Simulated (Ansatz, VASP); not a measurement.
# One calculation of MgS, two programs

```
Mg S
1.0
     3.27548    0.00000    0.00000
     0.00000    3.27548    0.00000
     0.00000    0.00000    3.27548
Mg S
1 1
Direct
  0.00000 0.00000 0.00000
  0.50000 0.50000 0.50000
```

Change from the starting cell: species swapped into the HfRh type (Pm-3m, No. 221).

Alike in both runs: functional PBE; k mesh 16 × 16 × 16; occupations gaussian, width 0.1 eV; no spin polarisation.

Ansatz relaxed the structure, and its values are those at the end. VASP's run is a single point on that final structure, the one shown.

|  | VASP | Ansatz |
| --- | --- | --- |
| version | VASP 6.6.1 | Ansatz 0.2.0 |
| potentials or method | VASP PAW PBE potentials, release 64 (Mg, S), cutoff 520 eV | scalar-relativistic, plane waves, PAW |
| valence electrons in the cell | 8 | 16 |

```csv
,VASP,Ansatz,Ansatz less VASP
gap on the k mesh at the Fermi level (eV),none,none,-
pressure (GPa),-0.3,0.0,+0.30
```

A gap of «none» marks a metal or a gap that the smearing closes. VASP's potentials hold 8 valence electrons a cell and Ansatz's 16, so a difference there can come from the potentials and not from the codes.
